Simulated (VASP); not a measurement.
# ZnS (P6_3/mmc) in VASP: further runs, part 2 of 4

VASP 6.6.1. The steps go on from the part before.

## (4) Relaxation of cell and atoms, PBEsol

This run uses another cell than the first one, of 14.66 Å³/atom.

The input, INCAR:

```
SYSTEM = ZnS
PREC = Accurate
ENCUT = 500
EDIFF = 1E-7
ISMEAR = -1
SIGMA = 0.03
LREAL = .FALSE.
LASPH = .TRUE.
NELM = 120
ALGO = Normal
ISIF = 3
LWAVE = .FALSE.
LCHARG = .FALSE.
GGA = PS
IBRION = 2
NSW = 100
EDIFFG = -0.01
GGA_COMPAT = .FALSE.
NELMIN = 4
```

The input, KPOINTS:

```
Automatic mesh
0
G
  6 6 4
  0 0 0
```

The input, POSCAR:

```
ZnS
1.0
    3.7833745762      0.0000000000      0.0000000000
   -1.8916872881      3.2764984950      0.0000000000
    0.0000000000      0.0000000000      4.7289669000
Zn S
2 2
Direct
    0.3333333333      0.6666666667      0.2500000000
    0.6666666667      0.3333333333      0.7500000000
    0.6666666667      0.3333333333      0.2500000000
    0.3333333333      0.6666666667      0.7500000000
```

Potentials or basis: VASP PAW PBE potentials, release 64 (Zn, S).

On the command line:

```bash
$ cat potpaw_PBE.64/Zn/POTCAR potpaw_PBE.64/S/POTCAR > POTCAR
$ mpirun -np 1 vasp_std > vasp.out
```

OUTCAR:

```text
SYSTEM = ZnS
   PREC = Accurate
   ENCUT = 500
   EDIFF = 1E-7
   ISMEAR = -1
   LREAL = .FALSE.
   LASPH = .TRUE.
   NELM = 120
   ISIF = 3
   GGA = PS
   IBRION = 2
   NSW = 100
   EDIFFG = -0.01
   NELMIN = 4

 ion  position               nearest neighbor table
   1  0.333  0.667  0.250-   3 2.18   3 2.18   3 2.18   4 2.36   4 2.36
   2  0.667  0.333  0.750-   4 2.18   4 2.18   4 2.18   3 2.36   3 2.36
   3  0.667  0.333  0.250-   1 2.18   1 2.18   1 2.18   2 2.36   2 2.36
   4  0.333  0.667  0.750-   2 2.18   2 2.18   2 2.18   1 2.36   1 2.36

  LATTYP: Found a hexagonal cell.
 ALAT       =     3.7833745762
 C/A-ratio  =     1.2499335725

  Lattice vectors:

 A1 = (   3.7833745762,   0.0000000000,   0.0000000000)
 A2 = (  -1.8916872881,   3.2764984950,   0.0000000000)
 A3 = (   0.0000000000,   0.0000000000,   4.7289669000)

Analysis of symmetry for initial positions (statically):
=====================================================================
 Subroutine PRICEL returns:
 Original cell was already a primitive cell.

 Routine SETGRP: Setting up the symmetry group for a
 hexagonal supercell.

 Subroutine GETGRP returns: Found 24 space group operations
 (whereof 12 operations were pure point group operations)
 out of a pool of 24 trial point group operations.

The static configuration has the point symmetry D_3d.
 The point group associated with its full space group is D_6h.

Analysis of symmetry for dynamics (positions and initial velocities):
=====================================================================
 Subroutine PRICEL returns:
 Original cell was already a primitive cell.

 Routine SETGRP: Setting up the symmetry group for a
 hexagonal supercell.

 Subroutine GETGRP returns: Found 24 space group operations
 (whereof 12 operations were pure point group operations)
 out of a pool of 24 trial point group operations.

The dynamic configuration has the point symmetry D_3d.
 The point group associated with its full space group is D_6h.

 Subroutine INISYM returns: Found 24 space group operations
 (whereof 12 operations are pure point group operations),
 and found     1 'primitive' translations

----------------------------------------------------------------------------------------

                                     Primitive cell

  volume of cell :      58.6213

  direct lattice vectors                    reciprocal lattice vectors
     3.783374576  0.000000000  0.000000000     0.264314299  0.152601932  0.000000000
    -1.891687288  3.276498495  0.000000000     0.000000000  0.305203864  0.000000000
     0.000000000  0.000000000  4.728966900     0.000000000  0.000000000  0.211462677

  length of vectors
     3.783374576  3.783374576  4.728966900     0.305203864  0.305203864  0.211462677

  position of ions in fractional coordinates (direct lattice)
     0.333333333  0.666666667  0.250000000
     0.666666667  0.333333333  0.750000000
     0.666666667  0.333333333  0.250000000
     0.333333333  0.666666667  0.750000000

  ion indices of the primitive-cell ions
   primitive index   ion index
                 1           1
                 2           2
                 3           3
                 4           4

----------------------------------------------------------------------------------------

 KPOINTS: Automatic mesh

Automatic generation of k-mesh.
 Grid dimensions read from file:
 generate k-points for:    6    6    4

 Generating k-lattice:

  Cartesian coordinates                     Fractional coordinates (reciprocal lattice)
     0.044052383  0.025433655  0.000000000     0.166666667  0.000000000  0.000000000
     0.000000000  0.050867311  0.000000000     0.000000000  0.166666667  0.000000000
     0.000000000  0.000000000  0.052865669     0.000000000  0.000000000  0.250000000

  Length of vectors
     0.050867311  0.050867311  0.052865669

  Shift w.r.t. Gamma in fractional coordinates (k-lattice)
     0.000000000  0.000000000  0.000000000

 Subroutine IBZKPT returns following result:
 ===========================================

 Found     21 irreducible k-points:

 Following reciprocal coordinates:
            Coordinates               Weight
  0.000000  0.000000  0.000000      1.000000
  0.166667  0.000000  0.000000      6.000000
  0.333333  0.000000  0.000000      6.000000
  0.500000  0.000000  0.000000      3.000000
  0.166667  0.166667  0.000000      6.000000
  0.333333  0.166667  0.000000     12.000000
[... 13 lines left out ...]
  0.333333  0.166667  0.500000     12.000000
  0.333333  0.333333  0.500000      2.000000
   k-points           NKPTS =     21   k-points in BZ     NKDIM =     21   number of bands    NBANDS=     22
   number of dos      NEDOS =    301   number of ions     NIONS =      4
   total plane-waves  NPLWV =  28224
   dimension x,y,z NGX =    28 NGY =   28 NGZ =   36
   dimension x,y,z NGXF=    56 NGYF=   56 NGZF=   72
   ions per type =               2   2
   NGX,Y,Z   is equivalent  to a cutoff of  12.30, 12.30, 12.66 a.u.
   NGXF,Y,Z  is equivalent  to a cutoff of  24.61, 24.61, 25.31 a.u.
 SYSTEM =  ZnS
   PREC   = accura    normal or accurate (medium, high low for compatibility)
   ISTART =      0    job   : 0-new  1-cont  2-samecut
   ICHARG =      2    charge: 1-file 2-atom 10-const
   ISPIN  =      1    spin polarized calculation?
   LNONCOLLINEAR =      F non collinear calculations
   LSORBIT =      F    spin-orbit coupling
   LASPH  =      T    aspherical Exc in radial PAW
   ENCUT  =  500.0 eV  36.75 Ry    6.06 a.u.   6.90  6.90  8.62*2*pi/ulx,y,z
   NELM   =    120;   NELMIN=  4; NELMDL= -5     # of ELM steps
   EDIFF  = 0.1E-06   stopping-criterion for ELM
   LREAL  =      F    real-space projection
   EDIFFG = -.1E-01   stopping-criterion for IOM
   NSW    =    100    number of steps for IOM
   IBRION =      2    ionic relax: 0-MD 1-quasi-New 2-CG
   NFREE  =      1    steps in history (QN), initial steepest desc. (CG)
   ISIF   =      3    stress and relaxation
   ISYM   =      2    0-nonsym 1-usesym 2-fastsym
   POTIM  = 0.5000    time-step for ionic-motion
   TEBEG  =    0.0;   TEEND  =   0.0 temperature during run
   PSTRESS=    0.0 pullay stress
   NELECT =      36.0000    total number of electrons
   NUPDOWN=      -1.0000    fix difference up-down
   EMIN   =  10.00;   EMAX   =-10.00  energy-range for DOS
   EFERMI =   0.00;   METHOD = LEGACY
   ISMEAR =    -1;   SIGMA  =   0.03  broadening in eV -4-tet -1-fermi 0-gaus
   EFERMI_NEDOS =   21; number of points for ismear=-14 and -15
   IALGO  =     38    algorithm
   IMIX   =      4    mixing-type and parameters
     AMIX     =   0.40;   BMIX     =  1.00
     AMIX_MAG =   1.60;   BMIX_MAG =  1.00
  volume/ion in A,a.u.               =      14.66        98.90
  Fermi-wavevector in a.u.,A,eV,Ry     =   1.391523  2.629598 26.345464  1.936337
  Thomas-Fermi vector in A             =   2.515354
   LORBIT       =      0    0 simple, 1 ext, 2 COOP (PROOUT), +10 PAW based schemes
   GGA     = PS    functional components
   LHFCALC =     F    Hartree Fock is set to
   AEXX    =    0.0000 exact exchange contribution
   IVDW    =     0    specifies the selected vdW correction
   LEPSILON=     F    determine dielectric tensor
   LRPA    =     F    only Hartree local field effects (RPA)
 conjugate gradient relaxation of ions
 non-spin polarized calculation
  energy-cutoff  :      500.00
  volume of cell :       58.62
 maximum number of plane-waves:      1502
 NGX is ok and might be reduce to    28
   NGX = 13   NGY = 13   NGZ = 17

--------------------------------------- Ionic step        1  -------------------------------------------

 number of electron      35.9999993 magnetization

 Free energy of the ion-electron system (eV)
  ---------------------------------------------------
  ext. energy  EPLUGINS =         0.00000000
  ---------------------------------------------------
  free energy    TOTEN  =       -12.91110435 eV

  energy without entropy =      -12.91008882  energy(sigma->0) =      -12.91059659

 E-fermi :   5.6454     XC(G=0): -11.3085

 val. band max:        5.6248911320   @ k =   0.0000   0.0000   0.0000
 cond. band min:       6.3253088537   @ k =   0.0000   0.0000   0.2500
 fundamental gap:      0.7004177217
 Fermi energy:         5.6454394374
[... 1165 lines left out ...]
     21       8.7769      0.00000
     22       8.7769      0.00000

[... ionic steps 4 to 8 ...]

--------------------------------------- Ionic step        9  -------------------------------------------

 number of electron      36.0000063 magnetization

------------------------ aborting loop because EDIFF is reached ----------------------------------------
[... 71 lines left out ...]
--------------------------------------- Ionic step       11  -------------------------------------------

 number of electron      36.0000059 magnetization

 Free energy of the ion-electron system (eV)
  ---------------------------------------------------
  ext. energy  EPLUGINS =         0.00000000
  ---------------------------------------------------
  free energy    TOTEN  =       -14.46280571 eV

  energy without entropy =      -14.46280571  energy(sigma->0) =      -14.46280571

 E-fermi :   3.0561     XC(G=0): -10.0133

 val. band max:        2.5088111492   @ k =   0.0000   0.0000   0.0000
 cond. band min:       3.6028103323   @ k =   0.0000   0.0000   0.0000
 fundamental gap:      1.0939991831
 Fermi energy:         3.0560754253
[... 554 lines left out ...]
  FREE ENERGIE OF THE ION-ELECTRON SYSTEM (eV)
  ---------------------------------------------------
  free  energy   TOTEN  =       -14.4628057135 eV

  energy  without entropy=      -14.4628057133  energy(sigma->0) =      -14.46280571

 reached required accuracy - stopping structural energy minimisation
```

OSZICAR:

```text
N       E                     dE             d eps       ncg     rms          rms(c)
DAV:   1     0.240336992612E+03    0.24034E+03   -0.17585E+04   924   0.213E+03
DAV:   2     0.874036624551E+01   -0.23160E+03   -0.22579E+03   936   0.394E+02
DAV:   3    -0.134524639268E+02   -0.22193E+02   -0.22034E+02  1116   0.124E+02
DAV:   4    -0.139877701917E+02   -0.53531E+00   -0.53489E+00  1068   0.195E+01
[... 122 lines left out ...]
DAV:   3    -0.144627942621E+02    0.45614E-03   -0.61920E-04  1068   0.291E-01    0.148E-02
DAV:   4    -0.144628059086E+02   -0.11647E-04   -0.13588E-04   960   0.105E-01    0.121E-02
DAV:   5    -0.144628054655E+02    0.44315E-06   -0.35069E-06  1292   0.147E-02    0.684E-03
DAV:   6    -0.144628056351E+02   -0.16961E-06   -0.50339E-07   956   0.137E-02    0.254E-03
DAV:   7    -0.144628057135E+02   -0.78430E-07   -0.15519E-07   576   0.593E-03
  11 F= -.14462806E+02 E0= -.14462806E+02  d E =-.398972E-03
```

Wall time 4.1 min (1 thread of AMD EPYC 9R45 (Zen 5), shared host); peak memory 0.15 GiB.

What came out:

```
Free energy                           : -14.4628 eV
Relaxed volume                        : 19.10 Å³/atom
Relaxed cell                          : a = 3.951 Å, b = 3.951 Å, c = 5.651 Å, α = 90.00°, β = 90.00°, γ = 120.00°
Space group after relaxing (to 0.1 Å) : P6_3/mmc (No. 194)
Energy gained by relaxing             : 387.9 meV/atom
Ionic steps                           : 11
Pressure after relaxing               : 0.0 GPa
Band gap on the k mesh                : 1.09 eV
```

Step by step:
| step | energy change (eV) | largest force (eV/Å) | pressure (GPa) | volume (Å³) |
| --- | --- | --- | --- | --- |
| 1 | 0.0000 | 0.0000 | 34.43 | 58.62 |
| 2 | -0.9500 | 0.0000 | -9.94 | 89.54 |
| 3 | -1.4558 | 0.0000 | -0.48 | 75.16 |
| 4 | -1.5063 | 0.0000 | 0.04 | 74.92 |
| 5 | -1.5398 | 0.0000 | 2.06 | 74.30 |
| 6 | -1.5411 | 0.0000 | 1.67 | 74.40 |
| 7 | -1.5506 | 0.0000 | -0.59 | 76.87 |
| 8 | -1.5513 | 0.0000 | -0.13 | 76.33 |
| 9 | -1.5513 | 0.0000 | -0.15 | 76.36 |
| 10 | -1.5517 | 0.0000 | -0.04 | 76.38 |
| 11 | -1.5517 | 0.0000 | 0.02 | 76.39 |

Final structure:
```yaml
crystal:
  lattice:
    - [3.95102, 0.00000, 0.00000]
    - [-1.97551, 3.42168, 0.00000]
    - [0.00000, 0.00000, 5.65051]
  atoms:
    - { symbol: Zn, position: [0.33333, 0.66667, 0.25000] }
    - { symbol: Zn, position: [0.66667, 0.33333, 0.75000] }
    - { symbol: S, position: [0.66667, 0.33333, 0.25000] }
    - { symbol: S, position: [0.33333, 0.66667, 0.75000] }
```

Caveat: the volume moved by over 15 % at a fixed basis, so the end points are rough; the PAW data sets were made with another functional, which shifts forces and pressure a little. A k mesh can miss the band edges.

[end of part 2 of 4]
